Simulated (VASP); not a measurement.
# ZnS (Cm) in VASP: further runs

ZnS is run at these levels: LDA; tasks: single point.

Everything below comes from runs of VASP 6.6.1. Logs are shortened: lines on timing, memory, paths and dates and some standing lists are left out, and cuts for length are marked.

### Step 1. The cell of the first run

Symmetry: Cm, No. 8, monoclinic system. Conventional cell: a = 6.625 Å, b = 3.825 Å, c = 9.767 Å, α = 90.00°, β = 106.42°, γ = 90.00°. Zn (site symmetry m) has 5 S at 2.34 to 3.07 Å within 3.1 Å. Zn (site symmetry m) has 4 S at 2.34 Å within 3.1 Å. Zn (site symmetry m) has 4 S at 2.34 Å within 3.1 Å. Within 3.1 Å of S (site symmetry m) lie 5 Zn at 2.34 to 3.07 Å. Within 3.1 Å of S (site symmetry m) lie 4 Zn at 2.34 Å. S (site symmetry m) has 4 Zn at 2.34 Å within 3.1 Å.

### Step 2. Single point, LDA (the part above a cut slid along it)

INCAR

```
SYSTEM = ZnS
PREC = Accurate
ENCUT = 520
EDIFF = 1E-6
ISMEAR = 0
SIGMA = 0.05
LREAL = .False.
LASPH = .True.
NELM = 100
ALGO = Normal
ISIF = 2
LWAVE = .False.
LCHARG = .True.
LELF = .True.
LVHAR = .True.
NBANDS = 36
```

KPOINTS

```
Automatic mesh
0
Gamma
  8 8 3
  0 0 0
```

POSCAR

```
ZnS
1.0
    2.7046500000     -2.7046500000      0.0000000000
    2.7046500000      0.0000000000     -2.7046500000
    8.5645446900      3.8316776550      3.8316776550
Zn S
3 3
Direct
    0.5937347233      0.5937347233      0.1250333333
   -0.4617986100     -0.4617986100      0.7917000000
    0.0659680567      0.0659680567      0.4583666667
    0.1562597233      0.1562597233      0.8750333333
    0.6840263900      0.6840263900      0.5417000000
    0.2117930567      0.2117930567      0.2083666667
```

Potentials or basis: VASP PAW LDA potentials, release 64 (Zn, S).

The run is started by

```console
$ cat potpaw_LDA.64/Zn/POTCAR potpaw_LDA.64/S/POTCAR > POTCAR
$ mpirun -np 1 vasp_std > vasp.out
```

OUTCAR:

```text
SYSTEM = ZnS
   PREC = Accurate
   ENCUT = 520
   EDIFF = 1E-6
   ISMEAR = 0
   LREAL = .False.
   LASPH = .True.
   NELM = 100
   ISIF = 2

 ion  position               nearest neighbor table
   1  0.594  0.594  0.125-   6 2.34   6 2.34   6 2.34
   2  0.538  0.538  0.792-   4 2.34   4 2.34   5 2.34   4 2.34
   3  0.066  0.066  0.458-   5 2.34   5 2.34   6 2.34   5 2.34
   4  0.156  0.156  0.875-   2 2.34   2 2.34   2 2.34
   5  0.684  0.684  0.542-   3 2.34   3 2.34   2 2.34   3 2.34
   6  0.212  0.212  0.208-   1 2.34   3 2.34   1 2.34   1 2.34

  LATTYP: Found a base centered monoclinic cell.
 ALAT       =     6.6250124328
 B/A-ratio  =     0.5773502692
 C/A-ratio  =     1.4743265886
 COS(beta)  =    -0.2826375128

  Lattice vectors:

 A1 = (   2.7046500000,  -2.7046500000,   0.0000000000)
 A2 = (   2.7046500000,   0.0000000000,  -2.7046500000)
 A3 = (   3.1552446900,   6.5363276550,   6.5363276550)

Analysis of symmetry for initial positions (statically):
=====================================================================
 Subroutine PRICEL returns:
 Original cell was already a primitive cell.

 Routine SETGRP: Setting up the symmetry group for a
 base centered monoclinic supercell.

 Subroutine GETGRP returns: Found  2 space group operations
 (whereof  2 operations were pure point group operations)
 out of a pool of  4 trial point group operations.

The static configuration has the point symmetry C_1h.

Analysis of symmetry for dynamics (positions and initial velocities):
=====================================================================
 Subroutine PRICEL returns:
 Original cell was already a primitive cell.

 Routine SETGRP: Setting up the symmetry group for a
 base centered monoclinic supercell.

 Subroutine GETGRP returns: Found  2 space group operations
 (whereof  2 operations were pure point group operations)
 out of a pool of  4 trial point group operations.

The dynamic configuration has the point symmetry C_1h.

 Subroutine INISYM returns: Found  2 space group operations
 (whereof  2 operations are pure point group operations),
 and found     1 'primitive' translations

----------------------------------------------------------------------------------------

                                     Primitive cell

  volume of cell :     118.7092

  direct lattice vectors                    reciprocal lattice vectors
     2.704650000 -2.704650000  0.000000000     0.087300267 -0.282433340  0.087300267
     2.704650000  0.000000000 -2.704650000     0.087300267  0.087300267 -0.282433340
     8.564544690  3.831677655  3.831677655     0.061622268  0.061622268  0.061622268

  length of vectors
     3.824952711  3.824952711 10.134837594     0.308238973  0.308238973  0.106732899

  position of ions in fractional coordinates (direct lattice)
     0.593734723  0.593734723  0.125033333
     0.538201390  0.538201390  0.791700000
     0.065968057  0.065968057  0.458366667
     0.156259723  0.156259723  0.875033333
     0.684026390  0.684026390  0.541700000
     0.211793057  0.211793057  0.208366667

  ion indices of the primitive-cell ions
   primitive index   ion index
                 1           1
                 2           2
                 3           3
                 4           4
                 5           5
                 6           6

----------------------------------------------------------------------------------------

 KPOINTS: Automatic mesh

Automatic generation of k-mesh.
 Grid dimensions read from file:
 generate k-points for:    8    8    3

 Generating k-lattice:

  Cartesian coordinates                     Fractional coordinates (reciprocal lattice)
     0.010912533 -0.035304168  0.010912533     0.125000000  0.000000000  0.000000000
     0.010912533  0.010912533 -0.035304168     0.000000000  0.125000000  0.000000000
     0.020540756  0.020540756  0.020540756     0.000000000  0.000000000  0.333333333

  Length of vectors
     0.038529872  0.038529872  0.035577633

  Shift w.r.t. Gamma in fractional coordinates (k-lattice)
     0.000000000  0.000000000  0.000000000

 Subroutine IBZKPT returns following result:
 ===========================================

 Found     57 irreducible k-points:

 Following reciprocal coordinates:
            Coordinates               Weight
  0.000000  0.000000  0.000000      1.000000
  0.125000  0.000000  0.000000      4.000000
  0.250000  0.000000  0.000000      4.000000
  0.375000  0.000000  0.000000      4.000000
  0.500000  0.000000  0.000000      2.000000
  0.125000  0.125000  0.000000      2.000000
[... 16 lines left out ...]
  0.125000  0.000000  0.333333      4.000000
  0.250000  0.000000  0.333333      4.000000
 [... further k-points ...]
   k-points           NKPTS =     57   k-points in BZ     NKDIM =     57   number of bands    NBANDS=     36
   number of dos      NEDOS =    301   number of ions     NIONS =      6
   total plane-waves  NPLWV =  62720
   dimension x,y,z NGX =    28 NGY =   28 NGZ =   80
   dimension x,y,z NGXF=    56 NGYF=   56 NGZF=  160
   ions per type =               3   3
   NGX,Y,Z   is equivalent  to a cutoff of  12.17, 12.17, 13.12 a.u.
   NGXF,Y,Z  is equivalent  to a cutoff of  24.34, 24.34, 26.25 a.u.
 SYSTEM =  ZnS
   PREC   = accura    normal or accurate (medium, high low for compatibility)
   ISTART =      0    job   : 0-new  1-cont  2-samecut
   ICHARG =      2    charge: 1-file 2-atom 10-const
   ISPIN  =      1    spin polarized calculation?
   LNONCOLLINEAR =      F non collinear calculations
   LSORBIT =      F    spin-orbit coupling
   LASPH  =      T    aspherical Exc in radial PAW
   ENCUT  =  520.0 eV  38.22 Ry    6.18 a.u.   7.11  7.11 18.84*2*pi/ulx,y,z
   NELM   =    100;   NELMIN=  2; NELMDL= -5     # of ELM steps
   EDIFF  = 0.1E-05   stopping-criterion for ELM
   LREAL  =      F    real-space projection
   EDIFFG = 0.1E-04   stopping-criterion for IOM
   NSW    =      0    number of steps for IOM
   IBRION =     -1    ionic relax: 0-MD 1-quasi-New 2-CG
   NFREE  =      0    steps in history (QN), initial steepest desc. (CG)
   ISIF   =      2    stress and relaxation
   ISYM   =      2    0-nonsym 1-usesym 2-fastsym
   POTIM  = 0.5000    time-step for ionic-motion
   TEBEG  =    0.0;   TEEND  =   0.0 temperature during run
   PSTRESS=    0.0 pullay stress
   NELECT =      54.0000    total number of electrons
   NUPDOWN=      -1.0000    fix difference up-down
   EMIN   =  10.00;   EMAX   =-10.00  energy-range for DOS
   EFERMI =   0.00;   METHOD = LEGACY
   ISMEAR =     0;   SIGMA  =   0.05  broadening in eV -4-tet -1-fermi 0-gaus
   EFERMI_NEDOS =   21; number of points for ismear=-14 and -15
   IALGO  =     38    algorithm
   IMIX   =      4    mixing-type and parameters
     AMIX     =   0.40;   BMIX     =  1.00
     AMIX_MAG =   1.60;   BMIX_MAG =  1.00
  volume/ion in A,a.u.               =      19.78       133.51
  Fermi-wavevector in a.u.,A,eV,Ry     =   1.259055  2.379268 21.568210  1.585219
  Thomas-Fermi vector in A             =   2.392634
   LORBIT       =      0    0 simple, 1 ext, 2 COOP (PROOUT), +10 PAW based schemes
   GGA     = CA    functional components
   LHFCALC =     F    Hartree Fock is set to
   AEXX    =    0.0000 exact exchange contribution
   IVDW    =     0    specifies the selected vdW correction
   LEPSILON=     F    determine dielectric tensor
   LRPA    =     F    only Hartree local field effects (RPA)
 non-spin polarized calculation
 Gauss-broadening in eV      SIGMA  =   0.05
  energy-cutoff  :      520.00
  volume of cell :      118.71
 maximum number of plane-waves:      3215
   NGX = 15   NGY = 15   NGZ = 37

 number of electron      53.9999992 magnetization

 Free energy of the ion-electron system (eV)
  ---------------------------------------------------
  ext. energy  EPLUGINS =         0.00000000
  ---------------------------------------------------
  free energy    TOTEN  =       -23.77418305 eV

  energy without entropy =      -23.77418305  energy(sigma->0) =      -23.77418305

 E-fermi :   2.3323     XC(G=0): -10.0730

 val. band max:        2.0823367229   @ k =   0.0000   0.0000   0.0000
 cond. band min:       3.4175156069   @ k =   0.0000   0.0000   0.0000
 fundamental gap:      1.3351788840
 Fermi energy:         2.3322924958

 k-point     1 :       0.0000    0.0000    0.0000
  band No.  band energies     occupation
      1     -11.2442      2.00000
      2     -10.5910      2.00000
      3     -10.0898      2.00000
      4      -4.8817      2.00000
      5      -4.8737      2.00000
      6      -4.7806      2.00000
[... 28 lines left out ...]
     35       8.5478      0.00000
     36       8.5948      0.00000

 k-point     2 :       0.1250    0.0000    0.0000
  band No.  band energies     occupation
      1     -11.1411      2.00000
      2     -10.5202      2.00000
      3      -9.9997      2.00000
      4      -4.8783      2.00000
      5      -4.8552      2.00000
      6      -4.7590      2.00000
[... 28 lines left out ...]
     35       8.6738      0.00000
     36       9.0720      0.00000

 k-point     3 :       0.2500    0.0000    0.0000
  band No.  band energies     occupation
      1     -10.8718      2.00000
      2     -10.3348      2.00000
      3      -9.7757      2.00000
      4      -4.8654      2.00000
      5      -4.8002      2.00000
      6      -4.6978      2.00000
[... 28 lines left out ...]
     35       9.0447      0.00000
     36       9.4876      0.00000

 k-point     4 :       0.3750    0.0000    0.0000
  band No.  band energies     occupation
      1     -10.5672      2.00000
      2     -10.1236      2.00000
      3      -9.5427      2.00000
      4      -4.8374      2.00000
      5      -4.7526      2.00000
      6      -4.5837      2.00000
[... 28 lines left out ...]
     35       9.6692      0.00000
     36      10.0969      0.00000

 k-point     5 :       0.5000    0.0000    0.0000
  band No.  band energies     occupation
      1     -10.4282      2.00000
      2     -10.0257      2.00000
      3      -9.4443      2.00000
      4      -4.8245      2.00000
      5      -4.7361      2.00000
      6      -4.5265      2.00000
[... 655 lines left out ...]
 k-point    22 :       0.0000    0.0000    0.3333
  band No.  band energies     occupation
      1     -11.2014      2.00000
      2     -10.7086      2.00000
      3     -10.0071      2.00000
      4      -4.8819      2.00000
      5      -4.8744      2.00000
      6      -4.7771      2.00000
[... 28 lines left out ...]
     35       8.6979      0.00000
     36       8.7237      0.00000

 k-point    23 :       0.1250    0.0000    0.3333
  band No.  band energies     occupation
      1     -11.1162      2.00000
      2     -10.5894      2.00000
      3      -9.9511      2.00000
      4      -4.8790      2.00000
      5      -4.8551      2.00000
      6      -4.7555      2.00000
[... 28 lines left out ...]
     35       8.6863      0.00000
     36       8.8685      0.00000

 k-point    24 :       0.2500    0.0000    0.3333
  band No.  band energies     occupation
      1     -10.8682      2.00000
      2     -10.3439      2.00000
      3      -9.7699      2.00000
      4      -4.8688      2.00000
      5      -4.7999      2.00000
      6      -4.6907      2.00000
[... 28 lines left out ...]
     35       9.0177      0.00000
     36       9.5657      0.00000

 [... further k-points ...]

------------------------ aborting loop because EDIFF is reached ----------------------------------------

  FORCE on cell =-STRESS in cart. coord.  units (eV):
  Direction    XX          YY          ZZ          XY          YZ          ZX
  --------------------------------------------------------------------------------------
  -------------------------------------------------------------------------------------
  Total       -3.4634549     -4.3698630     -4.3698630      0.3604766      0.9342247      0.3604767
  in kB      -46.7450518    -58.9785292    -58.9785292      4.8652286     12.6089077      4.8652287
  external PRESSURE =     -54.9007034 kB  Pullay stress =       0.0000000 kB

 VOLUME and BASIS-vectors are now :
 -----------------------------------------------------------------------------
  energy-cutoff  :      520.00
  volume of cell :      118.71
      direct lattice vectors                 reciprocal lattice vectors
     2.704650000 -2.704650000  0.000000000     0.087300267 -0.282433340  0.087300267
     2.704650000  0.000000000 -2.704650000     0.087300267  0.087300267 -0.282433340
     8.564544690  3.831677655  3.831677655     0.061622268  0.061622268  0.061622268

 POSITION                                       TOTAL-FORCE (eV/Angst)
 -----------------------------------------------------------------------------------
      4.28254     -1.12676     -1.12676        -0.061403      0.145260      0.145260
      9.69184      1.57789      1.57789        -0.104398      0.055740      0.055740
      4.28254      1.57789      1.57789         0.163519      0.135025      0.135025
      8.33952      2.93022      2.93022         0.260792      0.082470      0.082470
      8.33952      0.22557      0.22557        -0.140269     -0.166936     -0.166936
      2.93022      0.22557      0.22557        -0.118241     -0.251559     -0.251559
 -----------------------------------------------------------------------------------
    total drift:                               -0.001231      0.001043      0.001043

  FREE ENERGIE OF THE ION-ELECTRON SYSTEM (eV)
  ---------------------------------------------------
  free  energy   TOTEN  =       -23.7741830506 eV

  energy  without entropy=      -23.7741830506  energy(sigma->0) =      -23.77418305
```

It took 7.1 min on 1 thread of Intel Xeon 8259CL, shared host; peak memory 0.32 GiB.

Results:

```yaml
Free_energy: -23.7742 eV
Pressure: -5.5 GPa
Largest_force: 0.375 eV/Å
Band_gap_on_the_k_mesh: 1.34 eV
```

Forces in eV/Å, atoms in the order of the input:
```
Zn  -0.061  0.145  0.145
Zn  -0.104  0.056  0.056
Zn   0.164  0.135  0.135
S    0.261  0.082  0.082
S   -0.140 -0.167 -0.167
S   -0.118 -0.252 -0.252
```

Stress tensor (GPa, compression positive):
```
-4.67  0.49  0.49
 0.49 -5.90  1.26
 0.49  1.26 -5.90
```

Levels at points of the mesh, in eV from the valence-band top:
```csv
k point,band 23,band 24,band 25,band 26,band 27,band 28,band 29,band 30,band 31,band 32
"(0.00, 0.00, 0.00)",-0.62,-0.56,-0.20,-0.09,0.00,1.34,2.88,3.21,6.04,6.07
"(0.50, 0.00, 0.00)",-2.41,-1.81,-1.61,-1.22,-1.01,1.66,3.46,3.94,4.53,5.50
"(0.50, 0.50, 0.00)",-2.46,-2.16,-1.57,-1.24,-0.83,1.78,3.48,3.95,4.55,5.46
```

Caveat: the cell differs from its parent crystal (the part above a cut slid along it); the cell stands under tension.

(Continued in part 2 of 2.)
